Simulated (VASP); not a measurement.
Here is a VASP 6.6.1 calculation.

The input INCAR:

```
  ALGO = Normal
  EDIFF = 1E-6
  ENCUT = 520
  ISIF = 2
  ISMEAR = 0
  LASPH = True
  LCHARG = False
  LREAL = False
  LWAVE = False
  NBANDS = 18
  NELM = 100
  PREC = Accurate
  SIGMA = 0.05
```

File KPOINTS:

```
k-points
0
Gamma
  9 9 6
```

File POSCAR:

```
LiF
1.0
    3.0545793406      0.0000000000      0.0000000000
   -1.5272896703      2.6453433068      0.0000000000
    0.0000000000      0.0000000000      4.5846181323
Li F
2 2
Direct
    0.3333333333      0.6666666667      0.3839784076
    0.6666666667      0.3333333333      0.8839784076
    0.3333333333      0.6666666667      0.9910195924
    0.6666666667      0.3333333333      0.4910195924
```

Potentials or basis: VASP PAW LDA potentials, release 64 (Li_sv, F).

The run is started by

```sh
$ cat potpaw_LDA.64/Li_sv/POTCAR potpaw_LDA.64/F/POTCAR > POTCAR
$ mpirun -np 1 vasp_std > vasp.out
```

(1) What does it give for the band gap on the k mesh?

(2) Estimate the largest force.

## Answers

(1) 7.79 eV.

(2) 0.124 eV/Å.
